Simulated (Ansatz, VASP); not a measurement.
## One calculation of C, two programs

The input INCAR:

```
PREC = Accurate
ENCUT = 520
EDIFF = 1E-6
ISMEAR = -1
SIGMA = 0.03
LREAL = False
LASPH = True
NELM = 100
ALGO = Normal
ISIF = 2
LWAVE = False
LCHARG = False
GGA = PS
NBANDS = 11
```

Contents of KPOINTS:

```
Automatic mesh
0
Gamma
  17 17 9
```

Contents of POSCAR:

```
C
1.0
    2.1302003983      0.0000000000      0.0000000000
   -1.0651001991      1.8448076601      0.0000000000
    0.0000000000      0.0000000000      3.5414822596
C
2
Direct
    0.3333333333      0.6666666667      0.2500000000
    0.6666666667      0.3333333333      0.7500000000
```

Input for Ansatz:

```yaml
crystal:
  lattice:
    - [2.1302003983, 0.0, 0.0]
    - [-1.0651001991, 1.8448076601, 0.0]
    - [0.0, 0.0, 3.5414822596]
  atoms:
    - { symbol: C, position: [0.3333333333, 0.6666666667, 0.25] }
    - { symbol: C, position: [0.6666666667, 0.3333333333, 0.75] }
kpoints:
  mp_grid: { grid: [17, 17, 9] }
  band_path:
    path:
      - [0.0, 0.0, 0.0]
      - [0.5, 0.0, 0.0]
      - [0.3333333333, 0.3333333333, 0.0]
      - [0.0, 0.0, 0.0]
      - [0.0, 0.0, 0.5]
      - [0.5, 0.0, 0.5]
      - [0.3333333333, 0.3333333333, 0.5]
      - [0.0, 0.0, 0.5]
      - [0.5, 0.0, 0.5]
    npoints: 5
scf:
  occupations: { method: fermi_dirac, width: 0.03 }
hamiltonian:
  xc: pbesol
  pseudopotentials: { kind: all_electron, lapw: { basis_error: 0.001 } }
output:
  forces: true
  stress: true
  eigenvalues: true
```

Alike in both runs: task single point; functional PBEsol; k mesh 17 × 17 × 9; occupations fermi-dirac, width 0.03 eV; no spin polarisation.

```csv
,VASP,Ansatz
version,VASP 6.6.1,Ansatz 0.2.0
potentials or method,"VASP PAW PBE potentials, release 64 (C), cutoff 520 eV","all-electron LAPW, scalar-relativistic"
```

|  | VASP | Ansatz | Ansatz less VASP |
| --- | --- | --- | --- |
| pressure (GPa) | -7.4 | -7.6 | -0.17 |

VASP's potentials were made for PBE, not for PBEsol. Ansatz ran all-electron here, and VASP with PAW potentials.
